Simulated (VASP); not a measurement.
# MgS (Cmc2_1) in VASP: single point with PBE

Aim: the single point of MgS with PBE.

Everything below comes from runs of VASP 6.6.1. Logs are shortened: lines on timing, memory, paths and dates and some standing lists are left out, and cuts for length are marked.

### Step 1. The cell of the first run

The structure is orthorhombic, space group Cmc2_1 (No. 36). The conventional cell has a = 4.135 Å, b = 6.988 Å, c = 6.432 Å, α = 90.00°, β = 90.00°, γ = 90.00°. Within 3.2 Å of Mg (site symmetry m) lie 4 S at 2.45 to 2.49 Å. S (site symmetry m) has 4 Mg at 2.45 to 2.49 Å within 3.2 Å.

### Step 2. Single point, PBE (strain +0.0250 x Voigt [1, 0, 0, 0, 0, 0])

INCAR reads:

```
SYSTEM = MgS
ALGO     = Normal         ! electronic algorithm
EDIFF    = 1E-6           ! SCF threshold, eV
ENCUT    = 520            ! plane-wave cutoff, eV
GGA      = PE             ! functional
ISIF     = 2              ! what is computed and relaxed
ISMEAR   = 0              ! smearing method
LASPH    = .True.         ! aspherical terms in the spheres
LCHARG   = .False.        ! write CHGCAR
LREAL    = .False.        ! projectors in reciprocal space
LWAVE    = .False.        ! write WAVECAR
NBANDS   = 16             ! bands
NELM     = 80             ! most SCF steps
PREC     = Accurate       ! precision mode
SIGMA    = 0.05           ! smearing width, eV
```

KPOINTS reads:

```
k-points
0
Gamma
  6 6 4
  0 0 0
```

POSCAR reads:

```
MgS
1.0
    4.1354879670      0.0000000000      0.0000000000
   -2.0677439835      3.4940854990      0.0000000000
    0.0000000000      0.0000000000      6.4322941800
Mg S
2 2
Direct
    0.6666666667      0.3333333333      0.4957548500
    0.3333333333      0.6666666667      0.9957548500
    0.3333333333      0.6666666667      0.3792441500
    0.6666666667      0.3333333333      0.8792441500
```

Potentials or basis: VASP PAW PBE potentials, release 64 (Mg, S).

On the command line:

```sh
> cat potpaw_PBE.64/Mg/POTCAR potpaw_PBE.64/S/POTCAR > POTCAR
> mpirun -np 1 vasp_std > vasp.out
```

OUTCAR:

```text
SYSTEM = MgS
   EDIFF = 1E-6
   ENCUT = 520
   GGA = PE
   ISIF = 2
   ISMEAR = 0
   LASPH = .True.
   LREAL = .False.
   NELM = 80
   PREC = Accurate

 ion  position               nearest neighbor table
   1  0.667  0.333  0.496-   3 2.45   4 2.47   3 2.49   3 2.49
   2  0.333  0.667  0.996-   4 2.45   3 2.47   4 2.49   4 2.49
   3  0.333  0.667  0.379-   1 2.45   2 2.47   1 2.49   1 2.49
   4  0.667  0.333  0.879-   2 2.45   1 2.47   2 2.49   2 2.49

  Warning from LATTYP: Monoclinic adjustment (A1->A3, A2->A1, A3->A2)!
  LATTYP: Found a base centered orthorhombic cell.
 ALAT       =     4.1354879670
 B/A-ratio  =     1.6898056659
 C/A-ratio  =     1.5553894078

  Lattice vectors:

 A1 = (   2.0677439835,  -3.4940854990,   0.0000000000)
 A2 = (   2.0677439835,   3.4940854990,   0.0000000000)
 A3 = (   0.0000000000,   0.0000000000,   6.4322941800)

Analysis of symmetry for initial positions (statically):
=====================================================================
 Subroutine PRICEL returns:
 Original cell was already a primitive cell.

 Routine SETGRP: Setting up the symmetry group for a
 base centered orthorhombic supercell.

 Subroutine GETGRP returns: Found  4 space group operations
 (whereof  2 operations were pure point group operations)
 out of a pool of  8 trial point group operations.

The static configuration has the point symmetry C_1h.
 The point group associated with its full space group is C_2v.

Analysis of symmetry for dynamics (positions and initial velocities):
=====================================================================
 Subroutine PRICEL returns:
 Original cell was already a primitive cell.

 Routine SETGRP: Setting up the symmetry group for a
 base centered orthorhombic supercell.

 Subroutine GETGRP returns: Found  4 space group operations
 (whereof  2 operations were pure point group operations)
 out of a pool of  8 trial point group operations.

The dynamic configuration has the point symmetry C_1h.
 The point group associated with its full space group is C_2v.

 Subroutine INISYM returns: Found  4 space group operations
 (whereof  2 operations are pure point group operations),
 and found     1 'primitive' translations

----------------------------------------------------------------------------------------

[... 95 lines left out ...]
   NELM   =     80;   NELMIN=  2; NELMDL= -5     # of ELM steps
   EDIFF  = 0.1E-05   stopping-criterion for ELM
   LREAL  =      F    real-space projection
   EDIFFG = 0.1E-04   stopping-criterion for IOM
   NSW    =      0    number of steps for IOM
   IBRION =     -1    ionic relax: 0-MD 1-quasi-New 2-CG
   NFREE  =      0    steps in history (QN), initial steepest desc. (CG)
   ISIF   =      2    stress and relaxation
   ISYM   =      2    0-nonsym 1-usesym 2-fastsym
   POTIM  = 0.5000    time-step for ionic-motion
   TEBEG  =    0.0;   TEEND  =   0.0 temperature during run
   PSTRESS=    0.0 pullay stress
   NELECT =      16.0000    total number of electrons
   NUPDOWN=      -1.0000    fix difference up-down
   EMIN   =  10.00;   EMAX   =-10.00  energy-range for DOS
   EFERMI =   0.00;   METHOD = LEGACY
   ISMEAR =     0;   SIGMA  =   0.05  broadening in eV -4-tet -1-fermi 0-gaus
   EFERMI_NEDOS =   21; number of points for ismear=-14 and -15
   IALGO  =     38    algorithm
   IMIX   =      4    mixing-type and parameters
     AMIX     =   0.40;   BMIX     =  1.00
     AMIX_MAG =   1.60;   BMIX_MAG =  1.00
  volume/ion in A,a.u.               =      23.24       156.81
  Fermi-wavevector in a.u.,A,eV,Ry     =   0.910695  1.720963 11.284191  0.829365
  Thomas-Fermi vector in A             =   2.034887
   LORBIT       =      0    0 simple, 1 ext, 2 COOP (PROOUT), +10 PAW based schemes
   GGA     = PE    functional components
   LHFCALC =     F    Hartree Fock is set to
   AEXX    =    0.0000 exact exchange contribution
   IVDW    =     0    specifies the selected vdW correction
   LEPSILON=     F    determine dielectric tensor
   LRPA    =     F    only Hartree local field effects (RPA)
 non-spin polarized calculation
 Gauss-broadening in eV      SIGMA  =   0.05
  energy-cutoff  :      520.00
  volume of cell :       92.95
 maximum number of plane-waves:      2520
   NGX = 15   NGY = 15   NGZ = 23

 number of electron      16.0000001 magnetization

 Free energy of the ion-electron system (eV)
  ---------------------------------------------------
  ext. energy  EPLUGINS =         0.00000000
  ---------------------------------------------------
  free energy    TOTEN  =       -16.96988530 eV

  energy without entropy =      -16.96988530  energy(sigma->0) =      -16.96988530

 E-fermi :   1.3430     XC(G=0):  -8.2881

 val. band max:        1.0646439780   @ k =   0.0000   0.0000   0.0000
 cond. band min:       4.3537164144   @ k =   0.0000   0.0000   0.0000
 fundamental gap:      3.2890724363
 Fermi energy:         1.3430128335

 k-point     1 :       0.0000    0.0000    0.0000
  band No.  band energies     occupation
      1     -10.2836      2.00000
      2      -9.5714      2.00000
      3      -2.0833      2.00000
      4       0.4174      2.00000
      5       0.4834      2.00000
      6       0.8483      2.00000
[... 433 lines left out ...]
      3      -1.7679      2.00000
      4      -1.5135      2.00000
      5      -0.6470      2.00000
      6      -0.2072      2.00000
[... 8 lines left out ...]
     15      10.0715      0.00000
     16      11.1376      0.00000

 [... further k-points ...]

------------------------ aborting loop because EDIFF is reached ----------------------------------------

  FORCE on cell =-STRESS in cart. coord.  units (eV):
  Direction    XX          YY          ZZ          XY          YZ          ZX
  --------------------------------------------------------------------------------------
  -------------------------------------------------------------------------------------
  Total       -1.0046521      0.0778987      0.0907894      0.0000000      0.0000000      0.0000000
  in kB      -17.3180938      1.3428098      1.5650188      0.0000000      0.0000000      0.0000000
  external PRESSURE =      -4.8034217 kB  Pullay stress =       0.0000000 kB

 VOLUME and BASIS-vectors are now :
 -----------------------------------------------------------------------------
  energy-cutoff  :      520.00
  volume of cell :       92.95
      direct lattice vectors                 reciprocal lattice vectors
     4.135487967  0.000000000  0.000000000     0.241809433  0.143098960  0.000000000
    -2.067743984  3.494085499  0.000000000     0.000000000  0.286197919  0.000000000
     0.000000000  0.000000000  6.432294180     0.000000000  0.000000000  0.155465526

 POSITION                                       TOTAL-FORCE (eV/Angst)
 -----------------------------------------------------------------------------------
      2.06774      1.16470      3.18884         0.000000      0.115177     -0.028477
     -0.00000      2.32939      6.40499         0.000000     -0.115177     -0.028477
     -0.00000      2.32939      2.43941        -0.000000     -0.141381      0.028477
      2.06774      1.16470      5.65556         0.000000      0.141381      0.028477
 -----------------------------------------------------------------------------------
    total drift:                               -0.000000      0.000000     -0.000325

  FREE ENERGIE OF THE ION-ELECTRON SYSTEM (eV)
  ---------------------------------------------------
  free  energy   TOTEN  =       -16.9698852973 eV

  energy  without entropy=      -16.9698852973  energy(sigma->0) =      -16.96988530
```

It took 47 s on 1 thread of Intel Xeon Platinum 8259CL at 2.50GHz (Skylake/Cascade Lake), shared host; peak memory 0.22 GiB.

Results:

* Free energy: -16.9699 eV
* Pressure: -0.5 GPa
* Largest force: 0.144 eV/Å
* Band gap on the k mesh: 3.29 eV, direct

Forces on the atoms (eV/Å):
```
Mg   0.000  0.115 -0.028
Mg   0.000 -0.115 -0.028
S    0.000 -0.141  0.028
S    0.000  0.141  0.028
```

Stress tensor (GPa, compression positive):
```
-1.73  0.00  0.00
 0.00  0.13  0.00
 0.00  0.00  0.16
```

Caveat: the cell differs from its parent crystal (strain +0.0250 x Voigt [1, 0, 0, 0, 0, 0]).
